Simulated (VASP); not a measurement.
# Sb: single point with PBE

Sb:

```
CELL_PARAMETERS angstrom
3.17053 0.00000 0.00000
0.00000 3.17053 0.00000
0.00000 0.00000 3.17053
ATOMIC_POSITIONS crystal
Sb 0.00000 0.00000 0.00000
```

This cell differs from its parent crystal: volume scaled by 1.06.

```
Program                : VASP 6.6.1
Task                   : single point
Functional             : PBE
Potentials or basis    : VASP PAW PBE potentials, release 64 (Sb)
Cutoff                 : 520 eV
k mesh                 : 18 × 18 × 18
Occupations            : gaussian, width 0.1 eV
Spin                   : no spin polarisation
Dipole correction      : no
Further INCAR settings : ALGO = Normal; EDIFF = 1e-07; NBANDS = 8
```

The pressure is -2.8 GPa.

Levels at points of the mesh, in eV from the Fermi level:
| k point | band 1 | band 2 | band 3 | band 4 | band 5 | band 6 |
| --- | --- | --- | --- | --- | --- | --- |
| (0.00, 0.00, 0.00) | -11.92 | 3.08 | 3.08 | 3.08 | 6.84 | 6.84 |
| (0.50, 0.00, 0.00) | -9.73 | -5.15 | 4.88 | 4.88 | 8.80 | 10.40 |
| (0.50, 0.50, 0.00) | -7.44 | -3.27 | -3.27 | 2.40 | 6.67 | 12.30 |
| (0.50, 0.50, 0.50) | -4.92 | -1.51 | -1.51 | -1.51 | 4.91 | 4.91 |

Run time: 36 s on 1 thread of Intel Xeon 8259CL, with other jobs on the host, peak memory 0.18 GiB.

Caveat: spin-orbit coupling is left out, which moves the levels of the heavy elements.
